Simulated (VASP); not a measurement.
A run of VASP 6.6.1 is set up as follows.

Contents of INCAR:

```
SYSTEM = MgS
ALGO = Normal
EDIFF = 1E-6
EDIFFG = -0.04
ENCUT = 600
GGA = PE
IBRION = 2
ISIF = 3
ISMEAR = 0
LASPH = .TRUE.
LCHARG = .FALSE.
LREAL = .FALSE.
LWAVE = .FALSE.
NELM = 60
NSW = 90
PREC = Accurate
SIGMA = 0.1
```

File KPOINTS:

```
k-points
0
G
  6 6 4
  0 0 0
```

The input POSCAR:

```
MgS
1.0
    3.1306318400      0.0000000000      0.0000000000
   -1.5653159200      2.7112067000      0.0000000000
    0.0000000000      0.0000000000      4.5648429200
Mg S
1 1
Direct
    0.0000000000      0.0000000000      0.0000000000
    0.0000000000      0.0000000000      0.5000000000
```

Potentials or basis: VASP PAW PBE potentials, release 64 (Mg, S).

Launch:

```bash
$ cat potpaw_PBE.64/Mg/POTCAR potpaw_PBE.64/S/POTCAR > POTCAR
$ mpirun -np 1 vasp_std > vasp.out
```

Task: What does it give for the relaxed volume?

Result: 49.35 Å³/atom.

Task: Predict the band gap on the k mesh.

Result: 1.62 eV, indirect (least direct gap 1.86 eV).

Task: What does it give for the relaxed cell?

Result: a = 5.065 Å, b = 5.065 Å, c = 4.442 Å, α = 90.00°, β = 90.00°, γ = 120.00°.

Task: What does it give for the space group after relaxing (to 0.05 Å)?

Result: P6/mmm (No. 191).

The path:
| step | energy change (eV) | largest force (eV/Å) | pressure (GPa) | volume (Å³) |
| --- | --- | --- | --- | --- |
| 1 | 0.0000 | 0.0000 | 10.71 | 38.75 |
| 2 | -0.1892 | 0.0000 | -0.52 | 46.46 |
| 3 | -0.1928 | 0.0000 | 0.71 | 45.27 |
| 4 | -0.3173 | 0.0000 | 0.85 | 47.50 |
| 5 | -0.4492 | 0.0000 | 1.54 | 49.94 |
| 6 | -0.7691 | 0.0000 | 4.07 | 54.68 |
| 7 | -0.2219 | 0.0000 | 16.55 | 63.39 |
| 8 | -0.8372 | 0.0000 | 6.49 | 57.24 |
| 9 | -0.8330 | 0.0000 | 7.06 | 57.72 |
| 10 | -0.8542 | 0.0000 | 6.92 | 58.79 |
| 11 | -0.9064 | 0.0000 | 6.64 | 62.03 |
| 12 | -0.9607 | 0.0000 | 6.43 | 68.74 |
| 13 | -1.0598 | 0.0000 | 4.47 | 71.78 |
| 14 | -1.1819 | 0.0000 | 0.56 | 80.36 |
| 15 | -1.1850 | 0.0000 | 0.01 | 81.96 |
| 16 | -1.1851 | 0.0000 | -0.07 | 82.24 |
| 17 | -1.1907 | 0.0000 | -0.09 | 83.23 |
| 18 | -1.2055 | 0.0000 | -0.16 | 86.23 |
| 19 | -1.2257 | 0.0000 | -0.26 | 92.40 |
| 20 | -1.2299 | 0.0000 | -0.47 | 105.38 |
| 21 | -1.2340 | 0.0000 | -0.37 | 99.69 |
| 22 | -1.2343 | 0.0000 | 0.37 | 97.81 |
| 23 | -1.2360 | 0.0000 | 0.01 | 98.71 |

Caveat: the volume moved by over 15 % at a fixed basis, so the end points are rough. A k mesh can miss the band edges.
